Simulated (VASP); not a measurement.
# SnC3: single point with PBE-based screened hybrid with 5 % exact exchange

SnC3:

```
CELL_PARAMETERS angstrom
2.97889 0.00000 0.00000
0.00000 2.97889 0.00000
0.00000 0.00000 4.64352
ATOMIC_POSITIONS crystal
C 0.50000 0.00000 0.82036
C 0.50000 0.50000 0.00000
C 0.00000 0.50000 0.17964
Sn 0.00000 0.00000 0.50000
```

| Item | Value |
| --- | --- |
| Program | VASP 6.6.1 |
| Task | single point |
| Functional | PBE-based screened hybrid with 5 % exact exchange |
| Potentials or basis | VASP PAW PBE potentials, release 64 (C, Sn_d) |
| Cutoff | 520 eV |
| k mesh | 4 × 4 × 4 |
| Occupations | gaussian, width 0.01 eV |
| Spin | no spin polarisation |
| Dipole correction | no |
| Grid for exact exchange (PRECFOCK) | Normal |
| Share of exact exchange | 0.05 |
| Further INCAR settings | ALGO = Normal; EDIFF = 1e-07; NBANDS = 21 |
| Screening parameter | 0.2078 1/Å |

```
Pressure               : 1.2 GPa
Largest force          : 0.266 eV/Å
Band gap on the k mesh : 0.48 eV (least direct gap 0.79 eV)
```

Forces on the atoms (eV/Å):
```
C    0.000  0.000  0.266
C    0.000  0.000  0.000
C    0.000  0.000 -0.266
Sn   0.000  0.000  0.000
```

Stress tensor (GPa, compression positive):
```
1.61 0.00 0.00
0.00 1.61 0.00
0.00 0.00 0.44
```

Levels at points of the mesh, in eV from the valence-band top:
```tsv
k point	band 9	band 10	band 11	band 12	band 13	band 14	band 15	band 16	band 17	band 18
(0.00, 0.00, 0.00)	-6.33	-6.33	-1.57	0.00	0.00	0.79	1.17	2.95	5.01	5.01
(0.50, 0.00, 0.00)	-7.43	-6.95	-6.56	-5.25	-0.75	2.15	3.38	4.33	6.39	7.52
(0.50, 0.50, 0.00)	-8.01	-6.84	-5.63	-5.63	-3.69	0.81	0.81	2.20	2.53	9.62
(0.00, 0.00, 0.50)	-6.01	-6.01	-5.67	-1.19	-1.19	0.76	2.07	4.31	5.14	6.99
(0.50, 0.00, 0.50)	-10.44	-5.25	-3.49	-2.89	-0.56	0.48	2.56	3.07	6.12	7.57
(0.50, 0.50, 0.50)	-7.12	-6.78	-6.78	-6.74	-6.28	3.86	3.86	5.02	6.19	6.35
```

Wall time 12 min on 1 thread of Intel(R) Xeon(R) Platinum 8488C (Sapphire Rapids), on a shared host, peak memory 0.27 GiB.

Caveat: the k points lie up to 0.53 Å⁻¹ apart; the PAW data sets were made with another functional, which shifts forces and pressure a little; spin-orbit coupling is left out, which moves the levels of the heavy elements. A k mesh can miss the band edges.
